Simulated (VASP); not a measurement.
A run of VASP 6.6.1 is set up as follows.

INCAR

```
PREC = Accurate
ENCUT = 600
EDIFF = 1E-7
ISMEAR = 0
SIGMA = 0.01
LREAL = False
LASPH = True
NELM = 60
ALGO = Normal
ISIF = 3
LWAVE = False
LCHARG = False
IBRION = 2
NSW = 80
EDIFFG = -0.001
```

File KPOINTS:

```
Automatic mesh
0
Gamma
  12 12 3
```

Contents of POSCAR:

```
MoS2
1.0
    3.1690000000      0.0000000000      0.0000000000
   -1.5845000000      2.7444345046      0.0000000000
    0.0000000000      0.0000000000     12.3240000000
Mo S
2 4
Direct
    0.3333333333      0.6666666667      0.2500000000
    0.6666666667      0.3333333333      0.7500000000
    0.3333333333      0.6666666667      0.6230000000
    0.6666666667      0.3333333333      0.1230000000
    0.3333333333      0.6666666667      0.8770000000
    0.6666666667      0.3333333333      0.3770000000
```

Potentials or basis: VASP PAW LDA potentials, release 64 (Mo_sv, S).

Launch:

```sh
$ cat potpaw_LDA.64/Mo_sv/POTCAR potpaw_LDA.64/S/POTCAR > POTCAR
$ mpirun -np 1 vasp_std > vasp.out
```

(1) Estimate the relaxed volume.

(2) Predict the relaxed cell.

(3) Predict the space group after relaxing (to 0.1 Å).

(4) What does it give for the band gap on the k mesh?

Results:

(1) 17.00 Å³/atom.

(2) a = 3.124 Å, b = 3.124 Å, c = 12.072 Å, α = 90.00°, β = 90.00°, γ = 120.00°.

(3) P6_3/mmc (No. 194).

(4) 0.74 eV (least direct gap 1.77 eV).
